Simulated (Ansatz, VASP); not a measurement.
# Fe: VASP beside Ansatz

INCAR

```
PREC     = Accurate       # precision mode
ENCUT    = 600            # plane-wave cutoff, eV
EDIFF    = 1E-6           # SCF threshold, eV
ISMEAR   = 0              # smearing method
SIGMA    = 0.1            # smearing width, eV
LREAL    = False          # projectors in reciprocal space
LASPH    = True           # aspherical terms in the spheres
NELM     = 200            # most SCF steps
ALGO     = Normal         # electronic algorithm
ISIF     = 2              # what is computed and relaxed
LWAVE    = False          # write WAVECAR
LCHARG   = False          # write CHGCAR
ISPIN    = 2              # spin polarisation
MAGMOM   = 2.4 2.4        # initial moments
LORBIT   = 11             # projections on sites
LMAXMIX  = 4              # l up to which the mixer works
GGA      = PE             # functional
NBANDS   = 19             # bands
GGA_COMPAT= False
```

The input KPOINTS:

```
Automatic mesh
0
Gamma
  9 9 23
```

POSCAR

```
Fe
1.0
    3.8679403904      0.0000000000      0.0000000000
    0.0000000000      3.8679403810      0.0002702971
    0.0000000000      1.9340733577      1.4796126019
Fe
2
Direct
    0.5000000000      0.5000000000      0.0000000000
    0.0000000000      0.0000000000      0.0000000000
```

Input for Ansatz:

```yaml
crystal:
  lattice:
    - [3.8679403904, 0.0, 0.0]
    - [0.0, 3.867940381, 0.0002702971]
    - [0.0, 1.9340733577, 1.4796126019]
  atoms:
    - { symbol: Fe, position: [0.5, 0.5, 0.0], spin: 2.4 }
    - { symbol: Fe, position: [0.0, 0.0, 0.0], spin: 2.4 }
basis:
  ecutwfc: 420
kpoints:
  mp_grid: { grid: [9, 9, 23] }
hamiltonian:
  xc: pbe
scf:
  occupations: { method: gaussian, width: 0.1 }
output:
  forces: true
  stress: true
  eigenvalues: true
  populations: true
magnetization:
  spin_polarized: true
```

Change from the starting cell: band edges of the strained film's bulk.

Alike in both runs: task single point; functional PBE; k mesh 9 × 9 × 23; occupations gaussian, width 0.1 eV; collinear spin.

```csv
,VASP,Ansatz
version,VASP 6.6.1,Ansatz 0.2.0
potentials or method,"VASP PAW PBE potentials, release 64 (Fe), cutoff 600 eV","scalar-relativistic, plane waves, PAW"
valence electrons in the cell,16,32
```

```csv
,VASP,Ansatz,Ansatz less VASP
gap on the k mesh at the Fermi level (eV),none,none,-
pressure (GPa),5.6,5.9,+0.33
"traceless stress, the component that is largest in VASP (GPa)",-5.85,-5.93,-0.077
net moment per atom (μB),2.16,2.15,-0.016
size of the moment on the site where the two differ most (μB),2.15,2.18,+0.030
```

Site moments also hang on the region over which each program counts them. A gap of «none» marks a metal or a gap that the smearing closes. VASP's potentials hold 16 valence electrons a cell and Ansatz's 32, so a difference there can come from the potentials and not from the codes.
